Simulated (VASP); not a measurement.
Runs of VASP 6.6.1 on RbBr. The structure is that of space group F-43m (No. 216), or close to it. The cells are those of the table. 

| task | level | potentials or basis | cell | k mesh | cutoff (eV) | smearing | grid for exact exchange (PRECFOCK) | screening parameter | gap on the mesh (eV) | pressure (GPa) | relaxed volume (Å³/atom) |
| --- | --- | --- | --- | --- | --- | --- | --- | --- | --- | --- | --- |
| single point | r2SCAN | VASP PAW PBE potentials, release 64 (Rb_sv, Br) | a = 5.472 Å, angles 60.0°, 2 atoms | 6 × 6 × 6 | 520 | fermi-dirac 0.02 eV | - | - | 4.65 | 0.0 | - |
| single point | PBE | VASP PAW PBE potentials, release 64 (Rb_sv, Br) | a = 5.472 Å, angles 60.0°, 2 atoms | 4 × 4 × 4 | 520 | gaussian 0.01 eV | - | - | (c) | 0.2 | - |
| relaxation of cell and atoms | LDA | VASP PAW LDA potentials, release 64 (Rb_sv, Br) | relaxed from a = 5.505 Å, angles 60.0°, 2 atoms | 6 × 6 × 6 | 600 | fermi-dirac 0.02 eV | - | - | 3.92 | 0.0 | (a) |
| single point | HSE06 | VASP PAW PBE potentials, release 64 (Rb_sv, Br) | a = 5.472 Å, angles 60.0°, 2 atoms | 4 × 4 × 4 | 520 | gaussian 0.01 eV | Normal | 0.2079 1/Å | (b) | 0.1 | - |
| single point | HF | VASP PAW PBE potentials, release 64 (Rb_sv, Br) | a = 5.472 Å, angles 60.0°, 2 atoms | 4 × 4 × 4 | 520 | gaussian 0.01 eV | Normal | - | 10.98 | 0.9 | - |
| relaxation of cell and atoms | r2SCAN | VASP PAW PBE potentials, release 64 (Rb_sv, Br) | relaxed from a = 5.505 Å, angles 60.0°, 2 atoms | 6 × 6 × 6 | 600 | fermi-dirac 0.02 eV | - | - | 4.65 | 0.0 | 58.06 |
| single point | PBE0 | VASP PAW PBE potentials, release 64 (Rb_sv, Br) | a = 5.472 Å, angles 60.0°, 2 atoms | 4 × 4 × 4 | 520 | gaussian 0.01 eV | Normal | - | 5.91 | 0.1 | - |

Alike in all rows: no spin polarisation.

Task: Fill in the values left out.

Result: (a) 51.93; (b) 5.18; (c) 4.08.

Caveats: the PAW data sets were made with another functional, which shifts forces and pressure a little (some runs).

A k mesh can miss the band edges, and the runs leave out spin-orbit coupling on Br, Rb.
